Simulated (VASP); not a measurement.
# BiIr (wurtzite type) (P6_3mc) in VASP: a series of runs

BiIr (wurtzite type) is run at these levels: PBE; tasks: single point, relaxation of cell and atoms.

Program: VASP 6.6.1. These are calculated values, not measurements. Logs are shortened: lines on timing, memory, paths and dates and some standing lists are left out, and cuts for length are marked.

## 1. The cell of the first run

It takes space group P6_3mc (No. 186, hexagonal). Conventional cell: a = 4.183 Å, b = 4.183 Å, c = 7.555 Å, α = 90.00°, β = 90.00°, γ = 120.00°. Within 3.5 Å of Ir (site symmetry 3m) lie 4 Bi at 2.65 to 2.69 Å. Bi (site symmetry 3m) has 4 Ir at 2.65 to 2.69 Å within 3.5 Å.

## 2. Single point, PBE

Contents of INCAR:

```
  PREC = Accurate
  ENCUT = 520
  EDIFF = 1E-6
  ISMEAR = -1
  SIGMA = 0.05
  LREAL = False
  LASPH = True
  NELM = 100
  ALGO = Normal
  ISIF = 2
  LWAVE = False
  LCHARG = True
  GGA = PE
  LELF = True
  LVHAR = True
  NBANDS = 32
```

Contents of KPOINTS:

```
Automatic mesh
0
Gamma
  9 9 5
```

Contents of POSCAR:

```
BiIr
1.0
    4.1827179739      0.0000000000      0.0000000000
   -2.0913589869      3.6223400222      0.0000000000
    0.0000000000      0.0000000000      7.5548139708
Ir Bi
2 2
Direct
    0.3333333333      0.6666666667      0.0101404198
    0.6666666667      0.3333333333      0.5101404198
    0.3333333333      0.6666666667      0.3658595802
    0.6666666667      0.3333333333      0.8658595802
```

Potentials or basis: VASP PAW PBE potentials, release 64 (Ir, Bi_d).

On the command line:

```
$ cat potpaw_PBE.64/Ir/POTCAR potpaw_PBE.64/Bi_d/POTCAR > POTCAR
$ mpirun -np 1 vasp_std > vasp.out
```

OUTCAR:

```text
PREC = Accurate
   ENCUT = 520
   EDIFF = 1E-6
   ISMEAR = -1
   LREAL = False
   LASPH = True
   NELM = 100
   ISIF = 2
   GGA = PE

 ion  position               nearest neighbor table
   1  0.333  0.667  0.010-   4 2.65   4 2.65   4 2.65   3 2.69
   2  0.667  0.333  0.510-   3 2.65   3 2.65   3 2.65   4 2.69
   3  0.333  0.667  0.366-   2 2.65   2 2.65   2 2.65   1 2.69
   4  0.667  0.333  0.866-   1 2.65   1 2.65   1 2.65   2 2.69

  LATTYP: Found a hexagonal cell.
 ALAT       =     4.1827179739
 C/A-ratio  =     1.8061973143

  Lattice vectors:

 A1 = (   4.1827179739,   0.0000000000,   0.0000000000)
 A2 = (  -2.0913589869,   3.6223400222,   0.0000000000)
 A3 = (   0.0000000000,   0.0000000000,   7.5548139708)

Analysis of symmetry for initial positions (statically):
=====================================================================
 Subroutine PRICEL returns:
 Original cell was already a primitive cell.

 Routine SETGRP: Setting up the symmetry group for a
 hexagonal supercell.

 Subroutine GETGRP returns: Found 12 space group operations
 (whereof  6 operations were pure point group operations)
 out of a pool of 24 trial point group operations.

The static configuration has the point symmetry C_3v.
 The point group associated with its full space group is C_6v.

Analysis of symmetry for dynamics (positions and initial velocities):
=====================================================================
 Subroutine PRICEL returns:
 Original cell was already a primitive cell.

 Routine SETGRP: Setting up the symmetry group for a
 hexagonal supercell.

 Subroutine GETGRP returns: Found 12 space group operations
 (whereof  6 operations were pure point group operations)
 out of a pool of 24 trial point group operations.

The dynamic configuration has the point symmetry C_3v.
 The point group associated with its full space group is C_6v.

 Subroutine INISYM returns: Found 12 space group operations
 (whereof  6 operations are pure point group operations),
 and found     1 'primitive' translations

----------------------------------------------------------------------------------------

                                     Primitive cell

  volume of cell :     114.4647

  direct lattice vectors                    reciprocal lattice vectors
     4.182717974  0.000000000  0.000000000     0.239078993  0.138032321  0.000000000
    -2.091358987  3.622340022  0.000000000     0.000000000  0.276064642  0.000000000
     0.000000000  0.000000000  7.554813971     0.000000000  0.000000000  0.132365933

  length of vectors
     4.182717974  4.182717974  7.554813971     0.276064642  0.276064642  0.132365933

  position of ions in fractional coordinates (direct lattice)
     0.333333333  0.666666667  0.010140420
     0.666666667  0.333333333  0.510140420
     0.333333333  0.666666667  0.365859580
     0.666666667  0.333333333  0.865859580

  ion indices of the primitive-cell ions
   primitive index   ion index
                 1           1
                 2           2
                 3           3
                 4           4

----------------------------------------------------------------------------------------

 KPOINTS: Automatic mesh

Automatic generation of k-mesh.
 Grid dimensions read from file:
 generate k-points for:    9    9    5

 Generating k-lattice:

  Cartesian coordinates                     Fractional coordinates (reciprocal lattice)
     0.026564333  0.015336925  0.000000000     0.111111111  0.000000000  0.000000000
     0.000000000  0.030673849  0.000000000     0.000000000  0.111111111  0.000000000
     0.000000000  0.000000000  0.026473187     0.000000000  0.000000000  0.200000000

  Length of vectors
     0.030673849  0.030673849  0.026473187

  Shift w.r.t. Gamma in fractional coordinates (k-lattice)
     0.000000000  0.000000000  0.000000000

 Subroutine IBZKPT returns following result:
 ===========================================

 Found     36 irreducible k-points:

 Following reciprocal coordinates:
            Coordinates               Weight
  0.000000  0.000000  0.000000      1.000000
  0.111111 -0.000000  0.000000      6.000000
  0.222222 -0.000000  0.000000      6.000000
  0.333333 -0.000000  0.000000      6.000000
  0.444444 -0.000000  0.000000      6.000000
  0.111111  0.111111  0.000000      6.000000
[... 16 lines left out ...]
  0.333333  0.222222  0.200000     24.000000
  0.333333  0.333333  0.200000      4.000000
 [... further k-points ...]
   k-points           NKPTS =     36   k-points in BZ     NKDIM =     36   number of bands    NBANDS=     32
   number of dos      NEDOS =    301   number of ions     NIONS =      4
   total plane-waves  NPLWV =  57344
   dimension x,y,z NGX =    32 NGY =   32 NGZ =   56
   dimension x,y,z NGXF=    64 NGYF=   64 NGZF=  112
   ions per type =               2   2
   NGX,Y,Z   is equivalent  to a cutoff of  12.72, 12.72, 12.32 a.u.
   NGXF,Y,Z  is equivalent  to a cutoff of  25.44, 25.44, 24.65 a.u.
 SYSTEM =  unknown system
   PREC   = accura    normal or accurate (medium, high low for compatibility)
   ISTART =      0    job   : 0-new  1-cont  2-samecut
   ICHARG =      2    charge: 1-file 2-atom 10-const
   ISPIN  =      1    spin polarized calculation?
   LNONCOLLINEAR =      F non collinear calculations
   LSORBIT =      F    spin-orbit coupling
   LASPH  =      T    aspherical Exc in radial PAW
   ENCUT  =  520.0 eV  38.22 Ry    6.18 a.u.   7.78  7.78 14.05*2*pi/ulx,y,z
   NELM   =    100;   NELMIN=  2; NELMDL= -5     # of ELM steps
   EDIFF  = 0.1E-05   stopping-criterion for ELM
   LREAL  =      F    real-space projection
   EDIFFG = 0.1E-04   stopping-criterion for IOM
   NSW    =      0    number of steps for IOM
   IBRION =     -1    ionic relax: 0-MD 1-quasi-New 2-CG
   NFREE  =      0    steps in history (QN), initial steepest desc. (CG)
   ISIF   =      2    stress and relaxation
   ISYM   =      2    0-nonsym 1-usesym 2-fastsym
   POTIM  = 0.5000    time-step for ionic-motion
   TEBEG  =    0.0;   TEEND  =   0.0 temperature during run
   PSTRESS=    0.0 pullay stress
   NELECT =      48.0000    total number of electrons
   NUPDOWN=      -1.0000    fix difference up-down
   EMIN   =  10.00;   EMAX   =-10.00  energy-range for DOS
   EFERMI =   0.00;   METHOD = LEGACY
   ISMEAR =    -1;   SIGMA  =   0.05  broadening in eV -4-tet -1-fermi 0-gaus
   EFERMI_NEDOS =   21; number of points for ismear=-14 and -15
   IALGO  =     38    algorithm
   IMIX   =      4    mixing-type and parameters
     AMIX     =   0.40;   BMIX     =  1.00
     AMIX_MAG =   1.60;   BMIX_MAG =  1.00
  volume/ion in A,a.u.               =      28.62       193.11
  Fermi-wavevector in a.u.,A,eV,Ry     =   1.225363  2.315600 20.429341  1.501514
  Thomas-Fermi vector in A             =   2.360404
   LORBIT       =      0    0 simple, 1 ext, 2 COOP (PROOUT), +10 PAW based schemes
   GGA     = PE    functional components
   LHFCALC =     F    Hartree Fock is set to
   AEXX    =    0.0000 exact exchange contribution
   IVDW    =     0    specifies the selected vdW correction
   LEPSILON=     F    determine dielectric tensor
   LRPA    =     F    only Hartree local field effects (RPA)
 non-spin polarized calculation
  energy-cutoff  :      520.00
  volume of cell :      114.46
 maximum number of plane-waves:      3126
 NGX is ok and might be reduce to    32
   NGX = 15   NGY = 15   NGZ = 29

 number of electron      48.0000001 magnetization

 Free energy of the ion-electron system (eV)
  ---------------------------------------------------
  ext. energy  EPLUGINS =         0.00000000
  ---------------------------------------------------
  free energy    TOTEN  =       -22.90632330 eV

  energy without entropy =      -22.89357049  energy(sigma->0) =      -22.89994690

 E-fermi :   5.3021     XC(G=0):  -9.9676

 val. band max:        5.1447282893   @ k =   0.2222   0.2222   0.2000
 cond. band min:       5.3075639993   @ k =   0.3333   0.2222   0.4000
 fundamental gap:      0.1628357099
 Fermi energy:         5.3020967649

 k-point     1 :       0.0000    0.0000    0.0000
  band No.  band energies     occupation
      1     -17.2971      2.00000
      2     -17.2971      2.00000
      3     -17.2905      2.00000
      4     -17.2905      2.00000
      5     -17.2869      2.00000
      6     -17.2701      2.00000
[... 24 lines left out ...]
     31      11.5373      0.00000
     32      12.6798      0.00000

 k-point     2 :       0.1111   -0.0000    0.0000
  band No.  band energies     occupation
      1     -17.2981      2.00000
      2     -17.2958      2.00000
      3     -17.2920      2.00000
      4     -17.2892      2.00000
      5     -17.2853      2.00000
      6     -17.2693      2.00000
[... 24 lines left out ...]
     31      11.6031      0.00000
     32      12.3933      0.00000

 k-point     3 :       0.2222   -0.0000    0.0000
  band No.  band energies     occupation
      1     -17.3007      2.00000
      2     -17.2958      2.00000
      3     -17.2925      2.00000
      4     -17.2861      2.00000
      5     -17.2808      2.00000
      6     -17.2678      2.00000
[... 24 lines left out ...]
     31      11.9614      0.00000
     32      12.1247      0.00000

 k-point     4 :       0.3333   -0.0000    0.0000
  band No.  band energies     occupation
      1     -17.3040      2.00000
      2     -17.2995      2.00000
      3     -17.2886      2.00000
      4     -17.2829      2.00000
      5     -17.2758      2.00000
      6     -17.2668      2.00000
[... 24 lines left out ...]
     31      11.9235      0.00000
     32      12.3945      0.00000

 k-point     5 :       0.4444   -0.0000    0.0000
  band No.  band energies     occupation
      1     -17.3061      2.00000
      2     -17.3018      2.00000
      3     -17.2861      2.00000
      4     -17.2811      2.00000
      5     -17.2725      2.00000
      6     -17.2664      2.00000
[... 584 lines left out ...]
     31      11.6832      0.00000
     32      12.3930      0.00000

 k-point    22 :       0.2222    0.2222    0.2000
  band No.  band energies     occupation
      1     -17.2997      2.00000
      2     -17.2983      2.00000
      3     -17.2901      2.00000
      4     -17.2876      2.00000
      5     -17.2721      2.00000
      6     -17.2663      2.00000
[... 24 lines left out ...]
     31      12.3524      0.00000
     32      12.9630      0.00000

 k-point    23 :       0.3333    0.2222    0.2000
  band No.  band energies     occupation
      1     -17.2994      2.00000
      2     -17.2976      2.00000
      3     -17.2903      2.00000
      4     -17.2874      2.00000
      5     -17.2697      2.00000
      6     -17.2664      2.00000
[... 24 lines left out ...]
     31      11.8833      0.00000
     32      13.2025      0.00000

 k-point    24 :       0.3333    0.3333    0.2000
  band No.  band energies     occupation
      1     -17.2946      2.00000
      2     -17.2946      2.00000
      3     -17.2941      2.00000
      4     -17.2906      2.00000
      5     -17.2678      2.00000
      6     -17.2678      2.00000
[... 24 lines left out ...]
     31      11.4465      0.00000
     32      13.9425      0.00000

 [... further k-points ...]
[... 5 lines left out ...]
  --------------------------------------------------------------------------------------
  -------------------------------------------------------------------------------------
  Total        0.0153141      0.0153141      0.0242348      0.0000000     -0.0000000      0.0000000
  in kB        0.2143536      0.2143536      0.3392176      0.0000000     -0.0000000      0.0000000
  external PRESSURE =       0.2559750 kB  Pullay stress =       0.0000000 kB

 VOLUME and BASIS-vectors are now :
 -----------------------------------------------------------------------------
  energy-cutoff  :      520.00
  volume of cell :      114.46
      direct lattice vectors                 reciprocal lattice vectors
     4.182717974  0.000000000  0.000000000     0.239078993  0.138032321  0.000000000
    -2.091358987  3.622340022  0.000000000     0.000000000  0.276064642  0.000000000
     0.000000000  0.000000000  7.554813971     0.000000000  0.000000000  0.132365933

 POSITION                                       TOTAL-FORCE (eV/Angst)
 -----------------------------------------------------------------------------------
     -0.00000      2.41489      0.07661        -0.000000     -0.000000      0.007821
      2.09136      1.20745      3.85402         0.000000      0.000000      0.007821
     -0.00000      2.41489      2.76400        -0.000000     -0.000000     -0.007821
      2.09136      1.20745      6.54141         0.000000      0.000000     -0.007821
 -----------------------------------------------------------------------------------
    total drift:                               -0.000000      0.000000      0.002682

  FREE ENERGIE OF THE ION-ELECTRON SYSTEM (eV)
  ---------------------------------------------------
  free  energy   TOTEN  =       -22.9063233021 eV

  energy  without entropy=      -22.8935704901  energy(sigma->0) =      -22.89994690
```

It took 89 s on 1 thread of Intel Xeon Platinum 8488C (Sapphire Rapids), shared host; peak memory 0.3 GiB.

What came out:

```yaml
Free_energy: -22.9063 eV
Pressure: 0.0 GPa
Largest_force: 0.008 eV/Å
Band_gap_on_the_k_mesh: zero (band 24 reaches 7.46 eV, above the bottom of band 25 at 4.65 eV)
```

Forces on the atoms (eV/Å):
```
Ir   0.000  0.000  0.008
Ir   0.000  0.000  0.008
Bi   0.000  0.000 -0.008
Bi   0.000  0.000 -0.008
```

Caveat: spin-orbit coupling is left out, which moves the levels of the heavy elements.

(Continued in part 2 of 2.)
